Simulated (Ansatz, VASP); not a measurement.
## One calculation of Ga3Sb, two programs

```
Ga Sb
1.0
    -2.15880    2.15880    4.76048
     2.15880   -2.15880    4.76048
     2.15880    2.15880   -4.76048
Ga Sb
3 1
Direct
  0.75000 0.25000 0.50000
  0.25000 0.75000 0.50000
  0.50000 0.50000 0.00000
  0.00000 0.00000 0.00000
```

Alike in both runs: task single point; functional PBEsol; k mesh 14 × 14 × 14; occupations gaussian, width 0.1 eV; no spin polarisation.

|  | VASP | Ansatz |
| --- | --- | --- |
| version | VASP 6.6.1 | Ansatz 0.2.0 |
| potentials or method | VASP PAW PBE potentials, release 64 (Ga_d, Sb), cutoff 520 eV | scalar-relativistic, plane waves, PAW |
| valence electrons in the cell | 44 | 54 |

Ansatz gave:

| Quantity | Value |
| --- | --- |
| gap on the k mesh at the Fermi level (eV) | none |
| pressure (GPa) | -3.5 |
| traceless stress, the component that is largest in VASP (GPa) | -0.31 |

Which values does VASP return?

gap on the k mesh at the Fermi level (eV): none; pressure (GPa): -3.4; traceless stress, the component that is largest in VASP (GPa): -0.31.

VASP's potentials were made for PBE, not for PBEsol. A gap of «none» marks a metal or a gap that the smearing closes. VASP's potentials hold 44 valence electrons a cell and Ansatz's 54, so a difference there can come from the potentials and not from the codes.

Spin-orbit coupling is off throughout.
